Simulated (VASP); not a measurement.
Set up this calculation in VASP 6.6.1, as the native input.

* Task: single point
* Functional: PBE0
* Potentials or basis: VASP PAW PBE potentials, release 64 (Al)
* Cutoff: 520 eV
* k mesh: 6 × 6 × 6
* Occupations: fermi-dirac, width 0.05 eV
* Spin: no spin polarisation
* Dipole correction: no
* Grid for exact exchange (PRECFOCK): Normal
* Further INCAR settings: ALGO = Normal; EDIFF = 1e-07; NBANDS = 8

The system is Al.

```xyz
1
Lattice="-1.6018 1.6018 1.6018 1.6018 -1.6018 1.6018 1.6018 1.6018 -1.6018" Properties=species:S:1:pos:R:3 pbc="T T T"
Al    0.0000    0.0000    0.0000
```

One way to write it, as run:

POSCAR

```
Al
1.0
   -1.6017568692      1.6017568692      1.6017568692
    1.6017568692     -1.6017568692      1.6017568692
    1.6017568692      1.6017568692     -1.6017568692
Al
1
Direct
    0.0000000000      0.0000000000      0.0000000000
```

INCAR.step1

```
SYSTEM = Al
  PREC = Accurate
  ENCUT = 520
  EDIFF = 1E-5
  ISMEAR = -1
  SIGMA = 0.05
  LREAL = .FALSE.
  LASPH = .TRUE.
  NELM = 80
  ALGO = Normal
  ISIF = 2
  LWAVE = .TRUE.
  LCHARG = .FALSE.
  GGA = PE
  NBANDS = 8
```

INCAR.step2

```
SYSTEM = Al
  PREC = Accurate
  ENCUT = 520
  EDIFF = 1E-7
  ISMEAR = -1
  SIGMA = 0.05
  LREAL = .FALSE.
  LASPH = .TRUE.
  NELM = 80
  ALGO = Normal
  ISIF = 2
  LWAVE = .FALSE.
  LCHARG = .FALSE.
  GGA = PE
  LHFCALC = .TRUE.
  AEXX = 0.25
  PRECFOCK = Normal
  ISTART = 1
  NBANDS = 8
```

KPOINTS

```
Automatic mesh
0
G
  6 6 6
  0 0 0
```

Potentials or basis: VASP PAW PBE potentials, release 64 (Al).

The run is started by

```sh
$ cat potpaw_PBE.64/Al/POTCAR > POTCAR
$ cp INCAR.step1 INCAR
$ mpirun -np 1 vasp_std > vasp.out
$ cp INCAR.step2 INCAR
$ mpirun -np 1 vasp_std > vasp.out
```

Results of the run:

The pressure is 1.5 GPa.

Caveat: the k points lie up to 0.46 Å⁻¹ apart; the PAW data sets were made with another functional, which shifts forces and pressure a little.

Wall time 54 s on 1 thread of Intel(R) Xeon(R) Platinum 8259CL CPU @ 2.50GHz (Skylake/Cascade Lake) (shared host), peak memory 0.14 GiB.
